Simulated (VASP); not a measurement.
# SiO2 (P4_12_12) in VASP: further runs

Runs on SiO2. Level: PBE. Tasks: single point.

Everything below comes from runs of VASP 6.6.1. Logs are shortened: lines on timing, memory, paths and dates and some standing lists are left out, and cuts for length are marked.

### Step 1. The cell of the first run

It takes space group P4_12_12 (No. 92, tetragonal). The conventional cell has a = 7.489 Å, b = 7.489 Å, c = 8.649 Å, α = 90.00°, β = 90.00°, γ = 90.00°. Within 2.2 Å of Si (site symmetry 2) lie 4 O at 1.63 to 1.66 Å. Within 2.2 Å of Si (site symmetry 1) lie 4 O at 1.63 to 1.68 Å. Within 2.2 Å of O (site symmetry 1) lie 2 Si at 1.63 to 1.66 Å. O (site symmetry 1) has 2 Si at 1.63 to 1.68 Å within 2.2 Å. O (site symmetry 1) has 2 Si at 1.63 to 1.65 Å within 2.2 Å.

### Step 2. Single point, PBE (volume scaled by 1.01)

The input, INCAR:

```
ALGO = Normal
EDIFF = 1E-6
ENCUT = 520
GGA = PE
ISIF = 2
ISMEAR = -1
LASPH = T
LCHARG = F
LREAL = Auto
LWAVE = F
NBANDS = 120
NELM = 100
PREC = Accurate
SIGMA = 0.02
```

The input, KPOINTS:

```
k-points
0
Gamma
  3 3 3
```

The input, POSCAR:

```
SiO2
1.0
    7.4887975244      0.0000000000      0.0000000000
    0.0000000000      7.4887975244      0.0000000000
    0.0000000000      0.0000000000      8.6486380841
Si O
12 24
Direct
    0.4301096747      0.4301096747      0.0000000000
    0.0698903253      0.9301096747      0.2500000000
    0.5698903253      0.5698903253      0.5000000000
    0.9301096747      0.0698903253      0.7500000000
    0.3740961031      0.1521877990      0.2344320562
    0.3478122010      0.8740961031      0.4844320562
    0.6259038969      0.8478122010      0.7344320562
    0.6521877990      0.1259038969      0.9844320562
    0.8740961031      0.3478122010      0.5155679438
    0.8478122010      0.6259038969      0.2655679438
    0.1259038969      0.6521877990      0.0155679438
    0.1521877990      0.3740961031      0.7655679438
    0.3704353298      0.3588996299      0.1746251381
    0.1411003701      0.8704353298      0.4246251381
    0.6295646702      0.6411003701      0.6746251381
    0.8588996299      0.1295646702      0.9246251381
    0.8704353298      0.1411003701      0.5753748619
    0.6411003701      0.6295646702      0.3253748619
    0.1295646702      0.8588996299      0.0753748619
    0.3588996299      0.3704353298      0.8253748619
    0.1511079951      0.1301533217      0.2263218185
    0.3698466783      0.6511079951      0.4763218185
    0.8488920049      0.8698466783      0.7263218185
    0.6301533217      0.3488920049     -0.0236781815
    0.6511079951      0.3698466783      0.5236781815
    0.8698466783      0.8488920049      0.2736781815
    0.3488920049      0.6301533217      1.0236781815
    0.1301533217      0.1511079951      0.7736781815
    0.4246730537      0.0538289250      0.3962916671
    0.4461710750      0.9246730537      0.6462916671
    0.5753269463      0.9461710750      0.8962916671
    0.5538289250      0.0753269463      0.1462916671
    0.9246730537      0.4461710750      0.3537083329
    0.9461710750      0.5753269463      0.1037083329
    0.0753269463      0.5538289250      0.8537083329
    0.0538289250      0.4246730537      0.6037083329
```

Potentials or basis: VASP PAW PBE potentials, release 64 (Si, O).

Run with:

```sh
$ cat potpaw_PBE.64/Si/POTCAR potpaw_PBE.64/O/POTCAR > POTCAR
$ mpirun -np 1 vasp_std > vasp.out
```

OUTCAR:

```text
EDIFF = 1E-6
   ENCUT = 520
   GGA = PE
   ISIF = 2
   ISMEAR = -1
   LASPH = T
   LREAL = Auto
   NELM = 100
   PREC = Accurate

 ion  position               nearest neighbor table
   1  0.430  0.430  0.000-  24 1.63  27 1.63  13 1.66  20 1.66   8 2.82  11 2.82   5 2.94  12 2.94

   2  0.070  0.930  0.250-  21 1.63  26 1.63  14 1.66  19 1.66   5 2.82  10 2.82   6 2.94  11 2.94

   3  0.570  0.570  0.500-  22 1.63  25 1.63  15 1.66  18 1.66   6 2.82   9 2.82   7 2.94  10 2.94

   4  0.930  0.070  0.750-  23 1.63  28 1.63  16 1.66  17 1.66   7 2.82  12 2.82   9 2.94   8 2.94

   5  0.374  0.152  0.234-  29 1.63  13 1.63  32 1.65  21 1.68   2 2.82   1 2.94   6 3.01   8 3.01

   6  0.348  0.874  0.484-  30 1.63  14 1.63  29 1.65  22 1.68   3 2.82   2 2.94   5 3.01   7 3.01

   7  0.626  0.848  0.734-  31 1.63  15 1.63  30 1.65  23 1.68   4 2.82   3 2.94   6 3.01   8 3.01

   8  0.652  0.126  0.984-  32 1.63  16 1.63  31 1.65  24 1.68   1 2.82   4 2.94   5 3.01   7 3.01

   9  0.874  0.348  0.516-  33 1.63  17 1.63  36 1.65  25 1.68   3 2.82   4 2.94  10 3.01  12 3.01

  10  0.848  0.626  0.266-  34 1.63  18 1.63  33 1.65  26 1.68   2 2.82   3 2.94   9 3.01  11 3.01

  11  0.126  0.652  0.016-  35 1.63  19 1.63  34 1.65  27 1.68   1 2.82   2 2.94  10 3.01  12 3.01

  12  0.152  0.374  0.766-  36 1.63  20 1.63  35 1.65  28 1.68   4 2.82   1 2.94   9 3.01  11 3.01

  13  0.370  0.359  0.175-   5 1.63   1 1.66
  14  0.141  0.870  0.425-   6 1.63   2 1.66
  15  0.630  0.641  0.675-   7 1.63   3 1.66
  16  0.859  0.130  0.925-   8 1.63   4 1.66
  17  0.870  0.141  0.575-   9 1.63   4 1.66
  18  0.641  0.630  0.325-  10 1.63   3 1.66
[... 16 lines left out ...]
  35  0.075  0.554  0.854-  11 1.63  12 1.65
  36  0.054  0.425  0.604-  12 1.63   9 1.65

  LATTYP: Found a simple tetragonal cell.
 ALAT       =     7.4887975244
 C/A-ratio  =     1.1548767417

  Lattice vectors:

 A1 = (   7.4887975244,   0.0000000000,   0.0000000000)
 A2 = (   0.0000000000,   7.4887975244,   0.0000000000)
 A3 = (   0.0000000000,   0.0000000000,   8.6486380841)

Analysis of symmetry for initial positions (statically):
=====================================================================
 Subroutine PRICEL returns:
 Original cell was already a primitive cell.

 Routine SETGRP: Setting up the symmetry group for a
 simple tetragonal supercell.

 Subroutine GETGRP returns: Found  8 space group operations
 (whereof  2 operations were pure point group operations)
 out of a pool of 16 trial point group operations.

The static configuration has the point symmetry C_2 .
 The point group associated with its full space group is D_4 .

Analysis of symmetry for dynamics (positions and initial velocities):
=====================================================================
 Subroutine PRICEL returns:
 Original cell was already a primitive cell.

 Routine SETGRP: Setting up the symmetry group for a
 simple tetragonal supercell.

 Subroutine GETGRP returns: Found  8 space group operations
 (whereof  2 operations were pure point group operations)
 out of a pool of 16 trial point group operations.

The dynamic configuration has the point symmetry C_2 .
 The point group associated with its full space group is D_4 .

 Subroutine INISYM returns: Found  8 space group operations
 (whereof  2 operations are pure point group operations),
 and found     1 'primitive' translations

----------------------------------------------------------------------------------------

                                     Primitive cell

  volume of cell :     485.0337

  direct lattice vectors                    reciprocal lattice vectors
     7.488797524  0.000000000  0.000000000     0.133532786  0.000000000  0.000000000
     0.000000000  7.488797524  0.000000000     0.000000000  0.133532786  0.000000000
     0.000000000  0.000000000  8.648638084     0.000000000  0.000000000  0.115625141

  length of vectors
     7.488797524  7.488797524  8.648638084     0.133532786  0.133532786  0.115625141

  position of ions in fractional coordinates (direct lattice)
     0.430109675  0.430109675  0.000000000
     0.069890325  0.930109675  0.250000000
     0.569890325  0.569890325  0.500000000
     0.930109675  0.069890325  0.750000000
     0.374096103  0.152187799  0.234432056
     0.347812201  0.874096103  0.484432056
[... 28 lines left out ...]
     0.075326946  0.553828925  0.853708333
     0.053828925  0.424673054  0.603708333

  ion indices of the primitive-cell ions
   primitive index   ion index
                 1           1
                 2           2
                 3           3
                 4           4
                 5           5
                 6           6
[... 28 lines left out ...]
                35          35
                36          36

----------------------------------------------------------------------------------------

 KPOINTS: k-points

Automatic generation of k-mesh.
 Grid dimensions read from file:
 generate k-points for:    3    3    3

 Generating k-lattice:

  Cartesian coordinates                     Fractional coordinates (reciprocal lattice)
     0.044510929  0.000000000  0.000000000     0.333333333  0.000000000  0.000000000
     0.000000000  0.044510929  0.000000000     0.000000000  0.333333333  0.000000000
     0.000000000  0.000000000  0.038541714     0.000000000  0.000000000  0.333333333

  Length of vectors
     0.044510929  0.044510929  0.038541714

  Shift w.r.t. Gamma in fractional coordinates (k-lattice)
     0.000000000  0.000000000  0.000000000

 Subroutine IBZKPT returns following result:
 ===========================================

 Found      6 irreducible k-points:

 Following reciprocal coordinates:
            Coordinates               Weight
  0.000000  0.000000  0.000000      1.000000
  0.333333  0.000000  0.000000      4.000000
  0.333333  0.333333  0.000000      4.000000
  0.000000  0.000000  0.333333      2.000000
  0.333333  0.000000  0.333333      8.000000
  0.333333  0.333333  0.333333      8.000000
   k-points           NKPTS =      6   k-points in BZ     NKDIM =      6   number of bands    NBANDS=    120
   number of dos      NEDOS =    301   number of ions     NIONS =     36
   total plane-waves  NPLWV = 200704
   dimension x,y,z NGX =    56 NGY =   56 NGZ =   64
   dimension x,y,z NGXF=   112 NGYF=  112 NGZF=  128
   ions per type =              12  24
   NGX,Y,Z   is equivalent  to a cutoff of  12.43, 12.43, 12.30 a.u.
   NGXF,Y,Z  is equivalent  to a cutoff of  24.86, 24.86, 24.60 a.u.
 SYSTEM =  unknown system
   PREC   = accura    normal or accurate (medium, high low for compatibility)
   ISTART =      0    job   : 0-new  1-cont  2-samecut
   ICHARG =      2    charge: 1-file 2-atom 10-const
   ISPIN  =      1    spin polarized calculation?
   LNONCOLLINEAR =      F non collinear calculations
   LSORBIT =      F    spin-orbit coupling
   LASPH  =      T    aspherical Exc in radial PAW
   ENCUT  =  520.0 eV  38.22 Ry    6.18 a.u.  13.92 13.92 16.08*2*pi/ulx,y,z
   NELM   =    100;   NELMIN=  2; NELMDL= -5     # of ELM steps
   EDIFF  = 0.1E-05   stopping-criterion for ELM
   LREAL  =      T    real-space projection
   EDIFFG = 0.1E-04   stopping-criterion for IOM
   NSW    =      0    number of steps for IOM
   IBRION =     -1    ionic relax: 0-MD 1-quasi-New 2-CG
   NFREE  =      0    steps in history (QN), initial steepest desc. (CG)
   ISIF   =      2    stress and relaxation
   ISYM   =      2    0-nonsym 1-usesym 2-fastsym
   POTIM  = 0.5000    time-step for ionic-motion
   TEBEG  =    0.0;   TEEND  =   0.0 temperature during run
   PSTRESS=    0.0 pullay stress
   NELECT =     192.0000    total number of electrons
   NUPDOWN=      -1.0000    fix difference up-down
   EMIN   =  10.00;   EMAX   =-10.00  energy-range for DOS
   EFERMI =   0.00;   METHOD = LEGACY
   ISMEAR =    -1;   SIGMA  =   0.02  broadening in eV -4-tet -1-fermi 0-gaus
   EFERMI_NEDOS =   21; number of points for ismear=-14 and -15
   IALGO  =     38    algorithm
   IMIX   =      4    mixing-type and parameters
     AMIX     =   0.40;   BMIX     =  1.00
     AMIX_MAG =   1.60;   BMIX_MAG =  1.00
  volume/ion in A,a.u.               =      13.47        90.92
  Fermi-wavevector in a.u.,A,eV,Ry     =   1.202037  2.271521 19.658971  1.444894
  Thomas-Fermi vector in A             =   2.337830
   LORBIT       =      0    0 simple, 1 ext, 2 COOP (PROOUT), +10 PAW based schemes
   GGA     = PE    functional components
   LHFCALC =     F    Hartree Fock is set to
   AEXX    =    0.0000 exact exchange contribution
   IVDW    =     0    specifies the selected vdW correction
   LEPSILON=     F    determine dielectric tensor
   LRPA    =     F    only Hartree local field effects (RPA)
 non-spin polarized calculation
  energy-cutoff  :      520.00
  volume of cell :      485.03
 maximum number of plane-waves:     13081
 NGX is ok and might be reduce to    56
   NGX = 27   NGY = 27   NGZ = 33

 number of electron     192.0000013 magnetization

 Free energy of the ion-electron system (eV)
  ---------------------------------------------------
  ext. energy  EPLUGINS =         0.00000000
  ---------------------------------------------------
  free energy    TOTEN  =      -269.86712814 eV

  energy without entropy =     -269.86712814  energy(sigma->0) =     -269.86712814

 E-fermi :   1.2075     XC(G=0):  -8.8263

 val. band max:        0.7459934602   @ k =   0.3333   0.3333   0.0000
 cond. band min:       4.9999950532   @ k =   0.0000   0.0000   0.0000
 fundamental gap:      4.2540015930
 Fermi energy:         1.2075143557

 k-point     1 :       0.0000    0.0000    0.0000
  band No.  band energies     occupation
      1     -18.9000      2.00000
      2     -18.4258      2.00000
      3     -18.4258      2.00000
      4     -18.3293      2.00000
      5     -17.9126      2.00000
      6     -17.7929      2.00000
[... 100 lines left out ...]
    107       8.3655      0.00000
    108       8.4376      0.00000

 k-point     2 :       0.3333    0.0000    0.0000
  band No.  band energies     occupation
      1     -18.8203      2.00000
      2     -18.6200      2.00000
      3     -18.3617      2.00000
      4     -18.1737      2.00000
      5     -18.1387      2.00000
      6     -17.9180      2.00000
[... 100 lines left out ...]
    107       8.3952      0.00000
    108       8.4867      0.00000

 k-point     3 :       0.3333    0.3333    0.0000
  band No.  band energies     occupation
      1     -18.7507      2.00000
      2     -18.6185      2.00000
      3     -18.4453      2.00000
      4     -18.3249      2.00000
      5     -17.9954      2.00000
      6     -17.8401      2.00000
[... 100 lines left out ...]
    107       8.2348      0.00000
    108       8.4642      0.00000

 k-point     4 :       0.0000    0.0000    0.3333
  band No.  band energies     occupation
      1     -18.8356      2.00000
      2     -18.6606      2.00000
      3     -18.2613      2.00000
      4     -18.1916      2.00000
      5     -18.0706      2.00000
      6     -18.0008      2.00000
[... 100 lines left out ...]
    107       8.2301      0.00000
    108       8.2703      0.00000

 k-point     5 :       0.3333    0.0000    0.3333
  band No.  band energies     occupation
      1     -18.7667      2.00000
      2     -18.6532      2.00000
      3     -18.4035      2.00000
      4     -18.2948      2.00000
      5     -17.9992      2.00000
      6     -17.8553      2.00000
[... 100 lines left out ...]
    107       8.3183      0.00000
    108       8.3758      0.00000

 k-point     6 :       0.3333    0.3333    0.3333
  band No.  band energies     occupation
      1     -18.7034      2.00000
      2     -18.6184      2.00000
      3     -18.4772      2.00000
      4     -18.3986      2.00000
      5     -17.9068      2.00000
      6     -17.7972      2.00000
[... 100 lines left out ...]
    107       8.1966      0.00000
    108       8.3688      0.00000
 [bands above 108 left out]

------------------------ aborting loop because EDIFF is reached ----------------------------------------

  FORCE on cell =-STRESS in cart. coord.  units (eV):
  Direction    XX          YY          ZZ          XY          YZ          ZX
  --------------------------------------------------------------------------------------
  -------------------------------------------------------------------------------------
  Total       15.1973417     15.1973417     15.9734577      0.0000000      0.0000000      0.0000000
  in kB       50.2002998     50.2002998     52.7639886      0.0000000      0.0000000      0.0000000
  external PRESSURE =      51.0548627 kB  Pullay stress =       0.0000000 kB

 VOLUME and BASIS-vectors are now :
 -----------------------------------------------------------------------------
  energy-cutoff  :      520.00
  volume of cell :      485.03
      direct lattice vectors                 reciprocal lattice vectors
     7.488797524  0.000000000  0.000000000     0.133532786  0.000000000  0.000000000
     0.000000000  7.488797524  0.000000000     0.000000000  0.133532786  0.000000000
     0.000000000  0.000000000  8.648638084     0.000000000  0.000000000  0.115625141

 POSITION                                       TOTAL-FORCE (eV/Angst)
 -----------------------------------------------------------------------------------
      3.22100      3.22100      0.00000        -0.000416     -0.000416     -0.000000
      0.52339      6.96540      2.16216         0.000416     -0.000416     -0.000000
      4.26779      4.26779      4.32432         0.000416      0.000416     -0.000000
      6.96540      0.52339      6.48648        -0.000416      0.000416     -0.000000
      2.80153      1.13970      2.02752         0.029483     -0.002340      0.009725
      2.60470      6.54593      4.18968         0.002340      0.029483      0.009725
[... 28 lines left out ...]
      0.56411      4.14751      7.38341         0.083306     -0.052110      0.052031
      0.40311      3.18029      5.22125        -0.052110     -0.083306      0.052031
 -----------------------------------------------------------------------------------
    total drift:                                0.000000     -0.000000     -0.000000

  FREE ENERGIE OF THE ION-ELECTRON SYSTEM (eV)
  ---------------------------------------------------
  free  energy   TOTEN  =      -269.8671281406 eV

  energy  without entropy=     -269.8671281405  energy(sigma->0) =     -269.86712814
```

Wall time 6.9 min (1 thread of AMD EPYC 9R45 (Zen 5), shared host); peak memory 0.53 GiB.

Results:

| Quantity | Value |
| --- | --- |
| Free energy | -269.8671 eV |
| Pressure | 5.1 GPa |
| Largest force | 0.128 eV/Å |
| Band gap on the k mesh | 4.25 eV, indirect (least direct gap 4.27 eV) |

Forces in eV/Å, atoms in the order of the input:
```
Si   0.000  0.000  0.000
Si   0.000  0.000  0.000
Si   0.000  0.000  0.000
Si   0.000  0.000  0.000
Si   0.029 -0.002  0.010
Si   0.002  0.029  0.010
Si  -0.029  0.002  0.010
Si  -0.002 -0.029  0.010
Si   0.029  0.002 -0.010
Si   0.002 -0.029 -0.010
Si  -0.029 -0.002 -0.010
Si  -0.002  0.029 -0.010
O    0.031 -0.085 -0.072
O    0.085  0.031 -0.072
O   -0.031  0.085 -0.072
O   -0.085 -0.031 -0.072
O    0.031  0.085  0.072
O    0.085 -0.031  0.072
O   -0.031 -0.085  0.072
O   -0.085  0.031  0.072
O    0.075 -0.102  0.019
O    0.102  0.075  0.019
O   -0.075  0.102  0.019
O   -0.102 -0.075  0.019
O    0.075  0.102 -0.019
O    0.102 -0.075 -0.019
O   -0.075 -0.102 -0.019
O   -0.102  0.075 -0.019
O   -0.083 -0.052 -0.052
O    0.052 -0.083 -0.052
O    0.083  0.052 -0.052
O   -0.052  0.083 -0.052
O   -0.083  0.052  0.052
O    0.052  0.083  0.052
O    0.083 -0.052  0.052
O   -0.052 -0.083  0.052
```

Stress tensor (GPa, compression positive):
```
5.02 0.00 0.00
0.00 5.02 0.00
0.00 0.00 5.28
```

 A k mesh can miss the band edges.

(Continued in part 2 of 2.)
